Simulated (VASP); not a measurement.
Input of a VASP 6.6.1 run:

Contents of INCAR:

```
SYSTEM = ZnAuS3
PREC     = Accurate       ! precision mode
ENCUT    = 520            ! plane-wave cutoff, eV
EDIFF    = 1E-6           ! SCF threshold, eV
ISMEAR   = 0              ! smearing method
SIGMA    = 0.1            ! smearing width, eV
LREAL    = .False.        ! projectors in reciprocal space
LASPH    = .True.         ! aspherical terms in the spheres
NELM     = 100            ! most SCF steps
ALGO     = Normal         ! electronic algorithm
ISIF     = 2              ! what is computed and relaxed
LWAVE    = .False.        ! write WAVECAR
LCHARG   = .True.         ! write CHGCAR
GGA      = PE             ! functional
LELF     = .True.         ! ELF
LVHAR    = .True.       
NBANDS   = 28             ! bands
```

File KPOINTS:

```
regular mesh
0
Gamma
  8 8 8
  0 0 0
```

Contents of POSCAR:

```
ZnAuS3
1.0
    4.8374364795      0.0000000000      0.0000000000
    0.0000000000      4.8374364795      0.0000000000
    0.0000000000      0.0000000000      4.8374364795
Zn S Au
1 3 1
Direct
    0.5000000000      0.5000000000      0.5000000000
    0.5000000000      0.0000000000      0.0000000000
    0.0000000000      0.5000000000      0.0000000000
    0.0000000000      0.0000000000      0.5000000000
    0.0000000000      0.0000000000      0.0000000000
```

Potentials or basis: VASP PAW PBE potentials, release 64 (Zn, S, Au).

The run is started by

```sh
$ cat potpaw_PBE.64/Zn/POTCAR potpaw_PBE.64/S/POTCAR potpaw_PBE.64/Au/POTCAR > POTCAR
$ mpirun -np 1 vasp_std > vasp.out
```

(1) What does it give for the pressure?

## Answers

(1) -0.2 GPa.
